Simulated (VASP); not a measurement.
A run of VASP 6.6.1 is set up as follows.

INCAR

```
SYSTEM = NbTl2
ALGO = Normal
EDIFF = 1E-6
ENCUT = 500
GGA = PE
GGA_COMPAT = .False.
ISIF = 2
ISMEAR = -1
LASPH = .True.
LCHARG = .False.
LREAL = .False.
LWAVE = .False.
NBANDS = 26
NELM = 120
PREC = Accurate
SIGMA = 0.15
```

File KPOINTS:

```
Automatic mesh
0
Gamma
  2 2 2
  0.5 0.5 0.5
```

POSCAR

```
NbTl2
1.0
   -3.7365590000     -0.0015820000      3.5646830000
   -0.0419340000      3.8041850000      3.5211670000
   -3.7772170000      3.8883590000     -0.0422400000
Nb Tl
1 2
Direct
    0.1103120000      0.8415940000      0.7238620000
    0.3596550000      1.0450590000      0.9981120000
    0.8647170000      1.5759010000      1.4881500000
```

Potentials or basis: VASP PAW PBE potentials, release 64 (Nb_sv, Tl_d).

The run is started by

```sh
$ cat potpaw_PBE.64/Nb_sv/POTCAR potpaw_PBE.64/Tl_d/POTCAR > POTCAR
$ mpirun -np 1 vasp_std > vasp.out
```

(1) Predict the pressure.

(2) What does it give for the band gap on the k mesh?

(3) Predict the largest force.

Answers

(1) -7.7 GPa.

(2) zero (an odd number of electrons rules out a gap without spin polarisation).

(3) 0.169 eV/Å.

Caveat: the k points lie up to 0.74 Å⁻¹ apart, too coarse for converged energies and pressures of a metal; spin-orbit coupling is left out, which moves the levels of the heavy elements.
